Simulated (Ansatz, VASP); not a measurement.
# CsPbCl3: VASP beside Ansatz

The input INCAR:

```
PREC = Accurate
ENCUT = 520
EDIFF = 1E-6
ISMEAR = 0
SIGMA = 0.05
LREAL = F
LASPH = T
NELM = 80
ALGO = Normal
ISIF = 2
LWAVE = F
LCHARG = F
GGA = PE
NBANDS = 30
```

File KPOINTS:

```
Automatic mesh
0
Gamma
  6 6 6
```

The input POSCAR:

```
CsPbCl3
1.0
    5.6082538917     -0.1339855879     -0.1339855879
   -0.1339855879      5.6082538917     -0.1339855879
   -0.1339855879     -0.1339855879      5.6082538917
Cs Pb Cl
1 1 3
Direct
    0.0000000000      0.0000000000      0.0000000000
    0.5000000000      0.5000000000      0.5000000000
    0.0000000000      0.5000000000      0.5000000000
    0.5000000000      0.0000000000      0.5000000000
    0.5000000000      0.5000000000      0.0000000000
```

Input for Ansatz:

```yaml
crystal:
  lattice:
    - [5.6082538917, -0.1339855879, -0.1339855879]
    - [-0.1339855879, 5.6082538917, -0.1339855879]
    - [-0.1339855879, -0.1339855879, 5.6082538917]
  atoms:
    - { symbol: Cs, position: [0.0, 0.0, 0.0] }
    - { symbol: Pb, position: [0.5, 0.5, 0.5] }
    - { symbol: Cl, position: [0.0, 0.5, 0.5] }
    - { symbol: Cl, position: [0.5, 0.0, 0.5] }
    - { symbol: Cl, position: [0.5, 0.5, 0.0] }
basis:
  ecutwfc: 420
kpoints:
  mp_grid: { grid: [6, 6, 6] }
hamiltonian:
  xc: pbe
scf:
  occupations: { method: gaussian, width: 0.05 }
output:
  forces: true
  stress: true
  eigenvalues: true
```

Alike in both runs: task single point; functional PBE; k mesh 6 × 6 × 6; occupations gaussian, width 0.05 eV; no spin polarisation.

```csv
,VASP,Ansatz
version,VASP 6.6.1,Ansatz 0.2.0
potentials or method,"VASP PAW PBE potentials, release 64 (Cs_sv, Pb_d, Cl), cutoff 520 eV","scalar-relativistic, plane waves, PAW"
valence electrons in the cell,44,44
```

|  | VASP | Ansatz | Ansatz less VASP |
| --- | --- | --- | --- |
| gap on the k mesh at the Fermi level (eV) | 1.75 | 1.74 | -0.008 |
| least direct gap on the mesh (eV) | 1.75 | 1.74 | -0.008 |
| pressure (GPa) | 1.7 | 1.7 | +0.05 |
| traceless stress, the component that is largest in VASP (GPa) | 0.25 | 0.24 | -0.002 |

With one functional, cell and mesh, what is left measures potentials, basis and numerics.

Neither program's run includes spin-orbit coupling.
